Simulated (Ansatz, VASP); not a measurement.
## One calculation of In3Se, two programs

The input INCAR:

```
SYSTEM = In3Se
  PREC = Accurate
  ENCUT = 520
  EDIFF = 1E-6
  ISMEAR = 0
  SIGMA = 0.15
  LREAL = .False.
  LASPH = .True.
  NELM = 60
  ALGO = Normal
  ISIF = 2
  LWAVE = .False.
  LCHARG = .False.
  GGA = PE
  IVDW = 12
  NBANDS = 30
```

KPOINTS

```
regular mesh
0
Gamma
  8 8 8
  0 0 0
```

The input POSCAR:

```
In3Se
1.0
    4.3482495103     -0.7051215422      0.0000000000
   -0.7051215422      4.3482495103      0.0000000000
    0.0000000000      0.0000000000      4.7008102814
In Se
3 1
Direct
    0.0000000000      0.5000000000      0.5000000000
    0.5000000000      0.0000000000      0.5000000000
    0.5000000000      0.5000000000      0.0000000000
    0.0000000000      0.0000000000      0.0000000000
```

Input for Ansatz:

```yaml
crystal:
  lattice:
    - [4.3482495103, -0.7051215422, 0.0]
    - [-0.7051215422, 4.3482495103, 0.0]
    - [0.0, 0.0, 4.7008102814]
  atoms:
    - { symbol: In, position: [0.0, 0.5, 0.5] }
    - { symbol: In, position: [0.5, 0.0, 0.5] }
    - { symbol: In, position: [0.5, 0.5, 0.0] }
    - { symbol: Se, position: [0.0, 0.0, 0.0] }
basis:
  ecutwfc: 420
kpoints:
  mp_grid: { grid: [8, 8, 8] }
hamiltonian:
  xc: pbe
  pseudopotentials: { kind: paw, azcp: { folder: soft_1 } }
  dispersion: d3bj
scf:
  occupations: { method: gaussian, width: 0.15 }
output:
  forces: true
  stress: true
  eigenvalues: true
```

Change from the starting cell: engineering shear strain xy -0.3000, equal normal strain along x and y -0.0750.

Alike in both runs: task single point; functional PBE; dispersion D3(BJ); k mesh 8 × 8 × 8; occupations gaussian, width 0.15 eV; no spin polarisation.

|  | VASP | Ansatz |
| --- | --- | --- |
| version | VASP 6.6.1 | Ansatz 0.2.0 |
| potentials or method | VASP PAW PBE potentials, release 64 (In_d, Se), cutoff 520 eV | scalar-relativistic, plane waves, PAW |
| valence electrons in the cell | 45 | 55 |

VASP gave:

| Item | Value |
| --- | --- |
| gap on the k mesh at the Fermi level (eV) | none |
| pressure (GPa) | 17.6 |
| traceless stress, the component that is largest in VASP (GPa) | 17.55 |

Question: Estimate Ansatz's values.

Answer: gap on the k mesh at the Fermi level (eV): none; pressure (GPa): 17.6; traceless stress, the component that is largest in VASP (GPa): 17.54.

A gap of «none» marks a metal or a gap that the smearing closes. VASP's potentials hold 45 valence electrons a cell and Ansatz's 55, so a difference there can come from the potentials and not from the codes.
